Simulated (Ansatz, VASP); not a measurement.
Cd4Se3S: VASP beside Ansatz

```xyz
8
Lattice="6.1300 -0.0001 -0.0001 -0.0001 6.1299 -0.0002 -3.0651 -3.0651 6.1250" Properties=species:S:1:pos:R:3 pbc="T T T"
Cd   -1.5773   -1.5759    4.6298
Cd    1.4885    4.6406    1.4949
Cd    1.5761    1.5777    4.6289
Cd    4.6421    1.4869    1.4956
Se    0.0009   -0.0005    6.1249
Se    3.0642    0.0000    3.0624
Se   -0.0009    3.0654    3.0623
S     0.0005   -0.0003    0.0000
```

Change from the starting cell: cell x1, atoms moved at random (sigma 0.05 Å) and cell strained at random (1.5 %), then relaxed without symmetry.

Alike in both runs: functional PBE; k mesh 4 × 4 × 4; occupations gaussian, width 0.1 eV; no spin polarisation.

Ansatz relaxed the structure, and its values are those at the end. VASP's run is a single point on that final structure, the one shown.

```csv
,VASP,Ansatz
version,VASP 6.6.1,Ansatz 0.2.0
potentials or method,"VASP PAW PBE potentials, release 64 (Cd, Se, S), cutoff 520 eV","scalar-relativistic, plane waves, PAW"
valence electrons in the cell,72,134
```

|  | VASP | Ansatz | Ansatz less VASP |
| --- | --- | --- | --- |
| gap on the k mesh at the Fermi level (eV) | 0.61 | 0.61 | 0.000 |
| least direct gap on the mesh (eV) | 0.61 | 0.61 | 0.000 |
| pressure (GPa) | 0.2 | 0.0 | -0.26 |
| rms of the force components (eV/Å) | 0.004 | 0.005 | +0.0005 |

VASP's potentials hold 72 valence electrons a cell and Ansatz's 134, so a difference there can come from the potentials and not from the codes.
